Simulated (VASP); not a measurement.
Input of a VASP 6.6.1 run:

INCAR

```
PREC     = Accurate       # precision mode
ENCUT    = 400            # plane-wave cutoff, eV
EDIFF    = 1E-8           # SCF threshold, eV
ISMEAR   = -1             # smearing method
SIGMA    = 0.05           # smearing width, eV
LREAL    = False          # projectors in reciprocal space
LASPH    = True           # aspherical terms in the spheres
NELM     = 120            # most SCF steps
ALGO     = Normal         # electronic algorithm
ISIF     = 2              # what is computed and relaxed
LWAVE    = False          # write WAVECAR
LCHARG   = False          # write CHGCAR
GGA      = PE             # functional
LEFG     = True         
ISYM     = 0            
NBANDS   = 12             # bands
GGA_COMPAT= False
```

File KPOINTS:

```
regular mesh
0
Gamma
  14 14 16
```

File POSCAR:

```
Ga
1.0
   -1.4132982842      1.4132982842      2.2437620196
    1.4132982842     -1.4132982842      2.2437620196
    1.4132982842      1.4132982842     -2.2437620196
Ga
1
Direct
    0.0000000000      0.0000000000      0.0000000000
```

Potentials or basis: VASP PAW PBE potentials, release 64 (Ga_d).

The run is started by

```bash
$ cat potpaw_PBE.64/Ga_d/POTCAR > POTCAR
$ mpirun -np 1 vasp_std > vasp.out
```

(1) What does it give for the pressure?

(2) Estimate the band gap on the k mesh.

Answers

(1) 2.6 GPa.

(2) zero (an odd number of electrons rules out a gap without spin polarisation).

Caveat: without QUAD_EFG the Cq values of the log hold for a quadrupole moment of 1 mb, not for the nuclei.
